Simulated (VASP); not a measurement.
# Ni3Ge (Pm-3m) in VASP: further runs

Ni3Ge is run at these levels: PBEsol; tasks: single point, relaxation of cell and atoms.

All numbers are computed with VASP 6.6.1; they aren't measurements. Logs are shortened: lines on timing, memory, paths and dates and some standing lists are left out, and cuts for length are marked.

### Step 1. The cell of the first run

The structure is cubic, space group Pm-3m (No. 221). Conventional cell: a = 3.525 Å, b = 3.525 Å, c = 3.525 Å, α = 90.00°, β = 90.00°, γ = 90.00°. Ni (site symmetry 4/mmm) has 8 Ni at 2.49 Å and 4 Ge at 2.49 Å within 3.3 Å. Ge (site symmetry m-3m) has 12 Ni at 2.49 Å within 3.3 Å.

### Step 2. Single point, PBEsol, collinear spin, ferromagnetic start

Input file INCAR:

```
ALGO     = Normal         # electronic algorithm
EDIFF    = 1E-6           # SCF threshold, eV
ENCUT    = 520            # plane-wave cutoff, eV
GGA      = PS             # functional
ISIF     = 2              # what is computed and relaxed
ISMEAR   = -1             # smearing method
ISPIN    = 2              # spin polarisation
LASPH    = T              # aspherical terms in the spheres
LCHARG   = F              # write CHGCAR
LMAXMIX  = 4              # l up to which the mixer works
LORBIT   = 11             # projections on sites
LREAL    = F              # projectors in reciprocal space
LWAVE    = F              # write WAVECAR
MAGMOM   = 1.5 1.5 1.5 0  # initial moments
NBANDS   = 34             # bands
NELM     = 150            # most SCF steps
PREC     = Accurate       # precision mode
SIGMA    = 0.02           # smearing width, eV
```

Input file KPOINTS:

```
k-points
0
Gamma
  6 6 6
```

Input file POSCAR:

```
Ni3Ge
1.0
    3.5250212781      0.0000000000      0.0000000000
    0.0000000000      3.5250212781      0.0000000000
    0.0000000000      0.0000000000      3.5250212781
Ni Ge
3 1
Direct
    0.5000000000      0.0000000000      0.5000000000
    0.0000000000      0.5000000000      0.5000000000
    0.5000000000      0.5000000000      0.0000000000
    0.0000000000      0.0000000000      0.0000000000
```

Potentials or basis: VASP PAW PBE potentials, release 64 (Ni, Ge_d).

On the command line:

```console
> cat potpaw_PBE.64/Ni/POTCAR potpaw_PBE.64/Ge_d/POTCAR > POTCAR
> mpirun -np 1 vasp_std > vasp.out
```

OUTCAR:

```text
EDIFF = 1E-6
   ENCUT = 520
   GGA = PS
   ISIF = 2
   ISMEAR = -1
   ISPIN = 2
   LASPH = T
   LORBIT = 11
   LREAL = F
   NELM = 150
   PREC = Accurate

 ion  position               nearest neighbor table
   1  0.500  0.000  0.500-   2 2.49   3 2.49   4 2.49   3 2.49   4 2.49   2 2.49   3 2.49   3 2.49
                             2 2.49   4 2.49   4 2.49   2 2.49
   2  0.000  0.500  0.500-   1 2.49   3 2.49   4 2.49   3 2.49   4 2.49   1 2.49   4 2.49   4 2.49
                             1 2.49   3 2.49   3 2.49   1 2.49
   3  0.500  0.500  0.000-   1 2.49   2 2.49   4 2.49   1 2.49   2 2.49   1 2.49   4 2.49   1 2.49
                             2 2.49   4 2.49   2 2.49   4 2.49
   4  0.000  0.000  0.000-   1 2.49   2 2.49   3 2.49   1 2.49   2 2.49   2 2.49   3 2.49   2 2.49
                             1 2.49   3 2.49   1 2.49   3 2.49

  LATTYP: Found a simple cubic cell.
 ALAT       =     3.5250212781

  Lattice vectors:

 A1 = (   3.5250212781,   0.0000000000,   0.0000000000)
 A2 = (   0.0000000000,   3.5250212781,   0.0000000000)
 A3 = (   0.0000000000,   0.0000000000,   3.5250212781)

Analysis of symmetry for initial positions (statically):
=====================================================================
 Subroutine PRICEL returns:
 Original cell was already a primitive cell.

 Routine SETGRP: Setting up the symmetry group for a
 simple cubic supercell.

 Subroutine GETGRP returns: Found 48 space group operations
 (whereof 48 operations were pure point group operations)
 out of a pool of 48 trial point group operations.

The static configuration has the point symmetry O_h .

Analysis of symmetry for dynamics (positions and initial velocities):
=====================================================================
 Subroutine PRICEL returns:
 Original cell was already a primitive cell.

 Routine SETGRP: Setting up the symmetry group for a
 simple cubic supercell.

 Subroutine GETGRP returns: Found 48 space group operations
 (whereof 48 operations were pure point group operations)
 out of a pool of 48 trial point group operations.

The dynamic configuration has the point symmetry O_h .

Analysis of structural, dynamic, and magnetic symmetry:
=====================================================================
 Subroutine PRICEL returns:
 Original cell was already a primitive cell.

 Routine SETGRP: Setting up the symmetry group for a
 simple cubic supercell.

 Subroutine GETGRP returns: Found 48 space group operations
 (whereof 48 operations were pure point group operations)
 out of a pool of 48 trial point group operations.

The overall configuration has the point symmetry O_h .

 Subroutine INISYM returns: Found 48 space group operations
 (whereof 48 operations are pure point group operations),
 and found     1 'primitive' translations

----------------------------------------------------------------------------------------

                                     Primitive cell

  volume of cell :      43.8011

  direct lattice vectors                    reciprocal lattice vectors
     3.525021278  0.000000000  0.000000000     0.283686231  0.000000000  0.000000000
     0.000000000  3.525021278  0.000000000     0.000000000  0.283686231  0.000000000
     0.000000000  0.000000000  3.525021278     0.000000000  0.000000000  0.283686231

  length of vectors
     3.525021278  3.525021278  3.525021278     0.283686231  0.283686231  0.283686231

  position of ions in fractional coordinates (direct lattice)
     0.500000000  0.000000000  0.500000000
     0.000000000  0.500000000  0.500000000
     0.500000000  0.500000000  0.000000000
     0.000000000  0.000000000  0.000000000

  ion indices of the primitive-cell ions
   primitive index   ion index
                 1           1
                 2           2
                 3           3
                 4           4

----------------------------------------------------------------------------------------

 KPOINTS: k-points

Automatic generation of k-mesh.
 Grid dimensions read from file:
 generate k-points for:    6    6    6

 Generating k-lattice:

  Cartesian coordinates                     Fractional coordinates (reciprocal lattice)
     0.047281038  0.000000000  0.000000000     0.166666667  0.000000000  0.000000000
     0.000000000  0.047281038  0.000000000     0.000000000  0.166666667  0.000000000
     0.000000000  0.000000000  0.047281038     0.000000000  0.000000000  0.166666667

  Length of vectors
     0.047281038  0.047281038  0.047281038

  Shift w.r.t. Gamma in fractional coordinates (k-lattice)
     0.000000000  0.000000000  0.000000000

 Subroutine IBZKPT returns following result:
 ===========================================

 Found     20 irreducible k-points:

 Following reciprocal coordinates:
            Coordinates               Weight
  0.000000  0.000000  0.000000      1.000000
  0.166667  0.000000  0.000000      6.000000
  0.333333  0.000000  0.000000      6.000000
  0.500000  0.000000  0.000000      3.000000
  0.166667  0.166667  0.000000     12.000000
  0.333333  0.166667  0.000000     24.000000
[... 12 lines left out ...]
  0.500000  0.500000  0.333333      6.000000
  0.500000  0.500000  0.500000      1.000000
   k-points           NKPTS =     20   k-points in BZ     NKDIM =     20   number of bands    NBANDS=     34
   number of dos      NEDOS =    301   number of ions     NIONS =      4
   total plane-waves  NPLWV =  21952
   dimension x,y,z NGX =    28 NGY =   28 NGZ =   28
   dimension x,y,z NGXF=    56 NGYF=   56 NGZF=   56
   ions per type =               3   1
   NGX,Y,Z   is equivalent  to a cutoff of  13.21, 13.21, 13.21 a.u.
   NGXF,Y,Z  is equivalent  to a cutoff of  26.41, 26.41, 26.41 a.u.
 SYSTEM =  unknown system
   PREC   = accura    normal or accurate (medium, high low for compatibility)
   ISTART =      0    job   : 0-new  1-cont  2-samecut
   ICHARG =      2    charge: 1-file 2-atom 10-const
   ISPIN  =      2    spin polarized calculation?
   LNONCOLLINEAR =      F non collinear calculations
   LSORBIT =      F    spin-orbit coupling
   LASPH  =      T    aspherical Exc in radial PAW
   ENCUT  =  520.0 eV  38.22 Ry    6.18 a.u.   6.55  6.55  6.55*2*pi/ulx,y,z
   NELM   =    150;   NELMIN=  2; NELMDL= -5     # of ELM steps
   EDIFF  = 0.1E-05   stopping-criterion for ELM
   LREAL  =      F    real-space projection
[... 7 lines left out ...]
   TEBEG  =    0.0;   TEEND  =   0.0 temperature during run
   PSTRESS=    0.0 pullay stress
   NELECT =      44.0000    total number of electrons
   NUPDOWN=      -1.0000    fix difference up-down
   EMIN   =  10.00;   EMAX   =-10.00  energy-range for DOS
   EFERMI =   0.00;   METHOD = LEGACY
   ISMEAR =    -1;   SIGMA  =   0.02  broadening in eV -4-tet -1-fermi 0-gaus
   EFERMI_NEDOS =   21; number of points for ismear=-14 and -15
   IALGO  =     38    algorithm
   IMIX   =      4    mixing-type and parameters
     AMIX     =   0.40;   BMIX     =  1.00
     AMIX_MAG =   1.60;   BMIX_MAG =  1.00
  volume/ion in A,a.u.               =      10.95        73.90
  Fermi-wavevector in a.u.,A,eV,Ry     =   1.639573  3.098343 36.575158  2.688198
  Thomas-Fermi vector in A             =   2.730356
   LORBIT       =     11    0 simple, 1 ext, 2 COOP (PROOUT), +10 PAW based schemes
   GGA     = PS    functional components
   LHFCALC =     F    Hartree Fock is set to
   AEXX    =    0.0000 exact exchange contribution
   IVDW    =     0    specifies the selected vdW correction
   LEPSILON=     F    determine dielectric tensor
   LRPA    =     F    only Hartree local field effects (RPA)
 spin polarized calculation
  energy-cutoff  :      520.00
  volume of cell :       43.80
 maximum number of plane-waves:      1208
 NGX is ok and might be reduce to    28
   NGX = 13   NGY = 13   NGZ = 13

 number of electron      43.9999969 magnetization       0.5086307

 number of electron      43.9999970 magnetization      -0.0000874

 Free energy of the ion-electron system (eV)
  ---------------------------------------------------
  ext. energy  EPLUGINS =         0.00000000
  ---------------------------------------------------
  free energy    TOTEN  =       -24.74056438 eV

  energy without entropy =      -24.73740038  energy(sigma->0) =      -24.73898238

 E-fermi :  10.2681     XC(G=0): -13.6769

 val. band max:       10.2432644667   @ k =   0.5000   0.5000   0.3333
 cond. band min:      10.2880591671   @ k =   0.0000   0.0000   0.0000
 fundamental gap:      0.0447947004
 Fermi energy:        10.2681314287

 spin component 1

 k-point     1 :       0.0000    0.0000    0.0000
  band No.  band energies     occupation
      1     -14.3210      1.00000
      2     -14.3210      1.00000
      3     -14.3060      1.00000
      4     -14.3060      1.00000
      5     -14.3060      1.00000
      6      -2.3318      1.00000
[... 26 lines left out ...]
     33      23.7892      0.00000
     34      26.6387      0.00000

 k-point     2 :       0.1667    0.0000    0.0000
  band No.  band energies     occupation
      1     -14.3198      1.00000
      2     -14.3141      1.00000
      3     -14.3061      1.00000
      4     -14.3061      1.00000
      5     -14.3057      1.00000
      6      -2.0191      1.00000
[... 26 lines left out ...]
     33      23.2152      0.00000
     34      26.6644      0.00000
[... 627 lines left out ...]
     33      29.0286      0.00000
     34      29.4825      0.00000

 k-point    20 :       0.5000    0.5000    0.5000
  band No.  band energies     occupation
      1     -14.3194      1.00000
      2     -14.3194      1.00000
      3     -14.3194      1.00000
      4     -14.2804      1.00000
      5     -14.2804      1.00000
      6       1.2375      1.00000
[... 26 lines left out ...]
     33      30.9906      0.00000
     34      31.0570      0.00000
 Fermi energy:        10.2681314287

 spin component 2

 k-point     1 :       0.0000    0.0000    0.0000
  band No.  band energies     occupation
      1     -14.3209      1.00000
      2     -14.3209      1.00000
      3     -14.3059      1.00000
      4     -14.3059      1.00000
      5     -14.3059      1.00000
      6      -2.3317      1.00000
[... 26 lines left out ...]
     33      23.7892      0.00000
     34      26.6389      0.00000

 k-point     2 :       0.1667    0.0000    0.0000
  band No.  band energies     occupation
      1     -14.3198      1.00000
      2     -14.3141      1.00000
      3     -14.3060      1.00000
      4     -14.3060      1.00000
      5     -14.3056      1.00000
      6      -2.0190      1.00000
[... 26 lines left out ...]
     33      23.2153      0.00000
     34      26.6645      0.00000
[... 627 lines left out ...]
     33      29.0287      0.00000
     34      29.4826      0.00000

 k-point    20 :       0.5000    0.5000    0.5000
  band No.  band energies     occupation
      1     -14.3194      1.00000
      2     -14.3194      1.00000
      3     -14.3194      1.00000
      4     -14.2803      1.00000
      5     -14.2803      1.00000
      6       1.2376      1.00000
[... 26 lines left out ...]
     33      30.9903      0.00000
     34      30.9914      0.00000

------------------------ aborting loop because EDIFF is reached ----------------------------------------

  FORCE on cell =-STRESS in cart. coord.  units (eV):
  Direction    XX          YY          ZZ          XY          YZ          ZX
  --------------------------------------------------------------------------------------
  -------------------------------------------------------------------------------------
  Total        0.0433783      0.0433783      0.0433783     -0.0000000     -0.0000000      0.0000000
  in kB        1.5867120      1.5867120      1.5867120     -0.0000000     -0.0000000      0.0000000
  external PRESSURE =       1.5867120 kB  Pullay stress =       0.0000000 kB

 VOLUME and BASIS-vectors are now :
 -----------------------------------------------------------------------------
  energy-cutoff  :      520.00
  volume of cell :       43.80
      direct lattice vectors                 reciprocal lattice vectors
     3.525021278  0.000000000  0.000000000     0.283686231  0.000000000  0.000000000
     0.000000000  3.525021278  0.000000000     0.000000000  0.283686231  0.000000000
     0.000000000  0.000000000  3.525021278     0.000000000  0.000000000  0.283686231

 POSITION                                       TOTAL-FORCE (eV/Angst)
 -----------------------------------------------------------------------------------
      1.76251      0.00000      1.76251         0.000000      0.000000      0.000000
      0.00000      1.76251      1.76251         0.000000      0.000000      0.000000
      1.76251      1.76251      0.00000         0.000000      0.000000      0.000000
      0.00000      0.00000      0.00000         0.000000      0.000000      0.000000
 -----------------------------------------------------------------------------------
    total drift:                                0.000000      0.000000      0.000000

  FREE ENERGIE OF THE ION-ELECTRON SYSTEM (eV)
  ---------------------------------------------------
  free  energy   TOTEN  =       -24.7405643823 eV

  energy  without entropy=      -24.7374003829  energy(sigma->0) =      -24.73898238

 total charge

# of ion       s       p       d       tot
------------------------------------------
    1        0.479   0.551   8.434   9.464
    2        0.479   0.551   8.434   9.464
    3        0.479   0.551   8.434   9.464
    4        1.089   1.242  10.147  12.478
--------------------------------------------------
tot          2.525   2.896  35.450  40.871

 magnetization (x)

# of ion       s       p       d       tot
------------------------------------------
    1        0.000   0.000  -0.000  -0.000
    2        0.000   0.000  -0.000  -0.000
    3        0.000   0.000  -0.000  -0.000
    4        0.000   0.000   0.000   0.000
--------------------------------------------------
tot          0.000   0.000  -0.000  -0.000
```

Wall time 1.9 min (1 thread of Intel Xeon 8259CL, shared host); peak memory 0.2 GiB.

Results:

```
Free energy                                           : -24.7406 eV
Pressure                                              : 0.2 GPa
Band gap on the k mesh                                : zero (filled and empty bands overlap)
Net moment                                            : 0.00 μB per cell
Valence electrons inside the program's atomic spheres : Ni 9.46; Ge 12.48
```

Levels at points of the mesh, in eV from the Fermi level:
Spin up:
| k point | band 18 | band 19 | band 20 | band 21 | band 22 | band 23 | band 24 | band 25 | band 26 | band 27 |
| --- | --- | --- | --- | --- | --- | --- | --- | --- | --- | --- |
| (0.00, 0.00, 0.00) | -0.98 | -0.59 | -0.59 | -0.29 | 0.02 | 0.02 | 0.02 | 4.00 | 6.91 | 6.91 |
| (0.50, 0.00, 0.00) | -1.32 | -1.26 | -1.15 | -0.55 | 0.02 | 3.63 | 3.63 | 4.70 | 5.78 | 5.78 |
| (0.50, 0.50, 0.00) | -1.42 | -1.22 | -1.12 | -0.95 | -0.95 | 0.63 | 0.63 | 5.74 | 6.48 | 8.69 |
| (0.50, 0.50, 0.50) | -1.35 | -1.18 | -1.18 | -0.55 | -0.21 | -0.21 | -0.21 | 0.71 | 4.24 | 4.24 |
Spin down:
| k point | band 19 | band 20 | band 21 | band 22 | band 23 | band 24 | band 25 | band 26 |
| --- | --- | --- | --- | --- | --- | --- | --- | --- |
| (0.00, 0.00, 0.00) | -0.59 | -0.59 | -0.29 | 0.02 | 0.02 | 0.02 | 4.00 | 6.91 |
| (0.50, 0.00, 0.00) | -1.26 | -1.15 | -0.55 | 0.02 | 3.63 | 3.63 | 4.70 | 5.78 |
| (0.50, 0.50, 0.00) | -1.22 | -1.12 | -0.95 | -0.95 | 0.63 | 0.63 | 5.74 | 6.48 |
| (0.50, 0.50, 0.50) | -1.18 | -1.18 | -0.55 | -0.21 | -0.21 | -0.21 | 0.71 | 4.24 |

Caveat: the PAW data sets were made with another functional, which shifts forces and pressure a little.

### Step 3. Relaxation of cell and atoms, PBEsol, collinear spin, ferromagnetic start

This run uses another cell than the first one, of 11.00 Å³/atom.

Input file INCAR:

```
SYSTEM = Ni3Ge
PREC     = Accurate       ! precision mode
ENCUT    = 600            ! plane-wave cutoff, eV
EDIFF    = 1E-6           ! SCF threshold, eV
ISMEAR   = -1             ! smearing method
SIGMA    = 0.02           ! smearing width, eV
LREAL    = .FALSE.        ! projectors in reciprocal space
LASPH    = .TRUE.         ! aspherical terms in the spheres
NELM     = 150            ! most SCF steps
ALGO     = Normal         ! electronic algorithm
ISIF     = 3              ! what is computed and relaxed
LWAVE    = .FALSE.        ! write WAVECAR
LCHARG   = .FALSE.        ! write CHGCAR
ISPIN    = 2              ! spin polarisation
MAGMOM   = 1.5 1.5 1.5 0  ! initial moments
LORBIT   = 11             ! projections on sites
LMAXMIX  = 4              ! l up to which the mixer works
GGA      = PS             ! functional
IBRION   = 2              ! ionic algorithm
NSW      = 80             ! ionic steps
EDIFFG   = -0.03          ! ionic threshold
```

Input file KPOINTS:

```
Automatic mesh
0
G
  6 6 6
  0 0 0
```

Input file POSCAR:

```
Ni3Ge
1.0
    3.5303340000      0.0000000000      0.0000000000
    0.0000000000      3.5303340000      0.0000000000
    0.0000000000      0.0000000000      3.5303340000
Ni Ge
3 1
Direct
    0.5000000000      0.0000000000      0.5000000000
    0.0000000000      0.5000000000      0.5000000000
    0.5000000000      0.5000000000      0.0000000000
    0.0000000000      0.0000000000      0.0000000000
```

Potentials or basis: VASP PAW PBE potentials, release 64 (Ni, Ge_d).

On the command line:

```console
> cat potpaw_PBE.64/Ni/POTCAR potpaw_PBE.64/Ge_d/POTCAR > POTCAR
> mpirun -np 1 vasp_std > vasp.out
```

It took 3.5 min on 1 thread of Intel Xeon 8259CL, shared host; peak memory 0.2 GiB.

Results (log left out):

- Free energy: -24.7404 eV
- Relaxed volume: 10.96 Å³/atom
- Relaxed cell: a = 3.526 Å, b = 3.526 Å, c = 3.526 Å, α = 90.00°, β = 90.00°, γ = 90.00°
- Space group after relaxing (to 0.1 Å): Pm-3m (No. 221)
- Energy gained by relaxing: 0.1 meV/atom
- Ionic steps: 3
- Pressure after relaxing: 0.0 GPa
- Band gap on the k mesh: zero (filled and empty bands overlap)
- Net moment: 0.00 μB per cell
- Valence electrons inside the program's atomic spheres: Ni 9.46; Ge 12.48

The path:
```tsv
step	energy change (eV)	largest force (eV/Å)	pressure (GPa)	volume (Å³)
1	0.0000	0.0000	-0.84	44.00
2	0.0002	0.0000	1.06	43.63
3	-0.0004	0.0000	0.01	43.83
```

Final structure:
```
CELL_PARAMETERS angstrom
3.52586 0.00000 0.00000
0.00000 3.52586 0.00000
0.00000 0.00000 3.52586
ATOMIC_POSITIONS crystal
Ni 0.50000 0.00000 0.50000
Ni 0.00000 0.50000 0.50000
Ni 0.50000 0.50000 0.00000
Ge 0.00000 0.00000 0.00000
```

Levels at points of the mesh, in eV from the Fermi level:
Spin up:
```csv
k point,band 19,band 20,band 21,band 22,band 23,band 24,band 25,band 26
"(0.00, 0.00, 0.00)",-0.59,-0.59,-0.29,0.02,0.02,0.02,3.99,6.91
"(0.50, 0.00, 0.00)",-1.26,-1.15,-0.54,0.02,3.63,3.63,4.70,5.78
"(0.50, 0.50, 0.00)",-1.22,-1.12,-0.95,-0.95,0.63,0.63,5.73,6.48
"(0.50, 0.50, 0.50)",-1.18,-1.18,-0.54,-0.21,-0.21,-0.21,0.71,4.23
```
Spin down:
```
           k point  band 20  band 21  band 22  band 23  band 24  band 25
(0.00, 0.00, 0.00)    -0.59    -0.29     0.02     0.02     0.02     3.99
(0.50, 0.00, 0.00)    -1.15    -0.54     0.02     3.63     3.63     4.70
(0.50, 0.50, 0.00)    -1.12    -0.95    -0.95     0.63     0.63     5.73
(0.50, 0.50, 0.50)    -1.18    -0.54    -0.21    -0.21    -0.21     0.71
```

Caveat: the PAW data sets were made with another functional, which shifts forces and pressure a little.
